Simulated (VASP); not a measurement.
Input of a VASP 6.6.1 run:

File INCAR:

```
PREC = Accurate ; ENCUT = 520
EDIFF = 1E-7 ; ISMEAR = 0
SIGMA = 0.15 ; LREAL = False
LASPH = True ; NELM = 60
ALGO = Fast ; ISIF = 2
LWAVE = False ; LCHARG = True
GGA = PE ; LELF = True
LVHAR = True ; NBANDS = 18
```

KPOINTS

```
Automatic mesh
0
Gamma
  16 16 16
```

POSCAR

```
TiAl3
1.0
   -1.8886247948      1.8886247948      4.4675419520
    1.8886247948     -1.8886247948      4.4675419520
    1.8886247948      1.8886247948     -4.4675419520
Ti Al
1 3
Direct
    0.0000000000      0.0000000000      0.0000000000
    0.5000000000      0.5000000000      0.0000000000
    0.7500000000      0.2500000000      0.5000000000
    0.2500000000      0.7500000000      0.5000000000
```

Potentials or basis: VASP PAW PBE potentials, release 64 (Ti_sv, Al).

Command:

```sh
$ cat potpaw_PBE.64/Ti_sv/POTCAR potpaw_PBE.64/Al/POTCAR > POTCAR
$ mpirun -np 1 vasp_std > vasp.out
```

Estimate the pressure.

0.5 GPa.

Stress tensor (GPa, compression positive):
```
 3.81  0.00  0.00
 0.00  3.81  0.00
 0.00  0.00 -6.21
```
